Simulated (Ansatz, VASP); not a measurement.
PbF2 in VASP and in Ansatz

POSCAR

```
PbF2
1.0
    0.0000000000      2.9306951504      2.9306951504
    2.9306951504      0.0000000000      2.9306951504
    2.9306951504      2.9306951504      0.0000000000
Pb F
1 2
Direct
    0.0000000000      0.0000000000      0.0000000000
    0.2500000000      0.2500000000      0.2500000000
    0.7500000000      0.7500000000      0.7500000000
```

INCAR.step1

```
PREC = Accurate ; ENCUT = 520
ISMEAR = 0 ; SIGMA = 0.02
LREAL = F ; LASPH = T
NELM = 80 ; NBANDS = 21
GGA = PE ; ALGO = Normal
EDIFF = 1E-4 ; LWAVE = T
LCHARG = F
```

File INCAR.step2:

```
PREC = Accurate ; ENCUT = 520
EDIFF = 1E-6 ; ISMEAR = 0
SIGMA = 0.02 ; LREAL = F
LASPH = T ; NELM = 80
ALGO = Normal ; ISIF = 2
LWAVE = F ; LCHARG = F
METAGGA = R2SCAN ; LMIXTAU = T
NBANDS = 21 ; ISTART = 1
```

File KPOINTS:

```
Automatic mesh
0
Gamma
  8 8 8
```

Input for Ansatz:

```yaml
crystal:
  lattice:
    - [0.0, 2.9306951504, 2.9306951504]
    - [2.9306951504, 0.0, 2.9306951504]
    - [2.9306951504, 2.9306951504, 0.0]
  atoms:
    - { symbol: Pb, position: [0.0, 0.0, 0.0] }
    - { symbol: F, position: [0.25, 0.25, 0.25] }
    - { symbol: F, position: [0.75, 0.75, 0.75] }
basis:
  ecutwfc: 500
kpoints:
  mp_grid: { grid: [8, 8, 8] }
hamiltonian:
  xc: r2scan
scf:
  occupations: { method: gaussian, width: 0.02 }
output:
  forces: true
  stress: true
  eigenvalues: true
```

Alike in both runs: task single point; functional r2SCAN; k mesh 8 × 8 × 8; occupations gaussian, width 0.02 eV; no spin polarisation.

|  | VASP | Ansatz |
| --- | --- | --- |
| version | VASP 6.6.1 | Ansatz 0.2.0 |
| potentials or method | VASP PAW PBE potentials, release 64 (Pb_d, F), cutoff 520 eV | scalar-relativistic, plane waves, PAW |
| valence electrons in the cell | 28 | 28 |

VASP gave:

| Quantity | Value |
| --- | --- |
| gap on the k mesh at the Fermi level (eV) | 4.92 |
| least direct gap on the mesh (eV) | 5.07 |
| pressure (GPa) | 2.5 |

Problem. Estimate Ansatz's values.

Solution. gap on the k mesh at the Fermi level (eV): 4.92; least direct gap on the mesh (eV): 5.06; pressure (GPa): 2.5.

VASP's potentials were made for PBE, not for r2SCAN. The functional is the same, so the differences come from potentials, cutoffs and numerics.

Spin-orbit coupling is off throughout.
